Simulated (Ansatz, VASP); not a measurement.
**One calculation of ZnAu, two programs**

The input INCAR:

```
PREC = Accurate
ENCUT = 520
EDIFF = 1E-7
ISMEAR = -1
SIGMA = 0.05
LREAL = False
LASPH = True
NELM = 80
ALGO = Normal
ISIF = 2
LWAVE = False
LCHARG = False
GGA = PE
NBANDS = 18
```

KPOINTS

```
regular mesh
0
Gamma
  7 7 7
```

The input POSCAR:

```
ZnAu
1.0
    3.1470000000      0.0000000000      0.0000000000
    0.0000000000      3.1470000000      0.0000000000
    0.0000000000      0.0000000000      3.1470000000
Au Zn
1 1
Direct
    0.0000000000      0.0000000000      0.0000000000
    0.5000000000      0.5000000000      0.5000000000
```

Contents of input.yaml:

```yaml
crystal:
  lattice:
    - [3.147, 0.0, 0.0]
    - [0.0, 3.147, 0.0]
    - [0.0, 0.0, 3.147]
  atoms:
    - { symbol: Au, position: [0.0, 0.0, 0.0] }
    - { symbol: Zn, position: [0.5, 0.5, 0.5] }
hamiltonian:
  xc: pbe
  pseudopotentials: { kind: paw }
kpoints:
  mp_grid: { grid: [7, 7, 7] }
  band_path:
    path:
      - [[0.0, 0.0, 0.0], [0.0, 0.5, 0.0], [0.5, 0.5, 0.0], [0.0, 0.0, 0.0], [0.5, 0.5, 0.5], [0.0, 0.5, 0.0]]
      - [[0.5, 0.5, 0.0], [0.5, 0.5, 0.5]]
    npoints: 14
scf:
  occupations: { method: fermi_dirac, width: 0.05 }
  n_extra_bands: 6
output:
  forces: true
  stress: true
  eigenvalues: true
  fatbands: false
```

Alike in both runs: functional PBE; k mesh 7 × 7 × 7; occupations fermi-dirac, width 0.05 eV; no spin polarisation.

```csv
,VASP,Ansatz
version,VASP 6.6.1,Ansatz 0.2.0
potentials or method,"VASP PAW PBE potentials, release 64 (Au, Zn)",Ansatz PAW
plane-wave cutoff (eV),520,420
valence electrons in the cell,23,31
task,single point,band structure
```

```csv
,VASP,Ansatz,Ansatz less VASP
gap on the k mesh at the Fermi level (eV),none,none,-
pressure (GPa),4.7,4.5,-0.13
```

A gap of «none» marks a metal or a gap that the smearing closes. The functional is the same, so the differences come from potentials, cutoffs and numerics. VASP's potentials hold 23 valence electrons a cell and Ansatz's 31, so a difference there can come from the potentials and not from the codes.

Spin-orbit coupling is off throughout.
